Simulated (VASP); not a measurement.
A run of VASP 6.6.1:

Contents of INCAR:

```
SYSTEM = Mo
PREC = Accurate
ENCUT = 500
EDIFF = 1E-6
ISMEAR = 1
SIGMA = 0.1
LREAL = .False.
LASPH = .True.
NELM = 120
ALGO = Normal
ISIF = 2
LWAVE = .False.
LCHARG = .False.
GGA = CA
NBANDS = 13
GGA_COMPAT = .False.
```

File KPOINTS:

```
Automatic mesh
0
Gamma
  12 12 12
  0 0 0
```

Contents of POSCAR:

```
Mo
1.0
   -1.5734150000      1.5734150000      1.5734150000
    1.5734150000     -1.5734150000      1.5734150000
    1.5734150000      1.5734150000     -1.5734150000
Mo
1
Direct
    0.0000000000      0.0000000000      0.0000000000
```

Potentials or basis: VASP PAW LDA potentials, release 64 (Mo_sv).

Run with:

```bash
$ cat potpaw_LDA.64/Mo_sv/POTCAR > POTCAR
$ mpirun -np 1 vasp_std > vasp.out
```

Hardware: 1 thread of AMD EPYC 9R14 (Zen 4), with other jobs on the host.

**Question.** Estimate the wall time of this run.

**Answer.** It took 12 s on 1 thread of AMD EPYC 9R14 (Zen 4) (shared host), peak memory 0.09 GiB. Counts: scf iterations 11, k points 72.
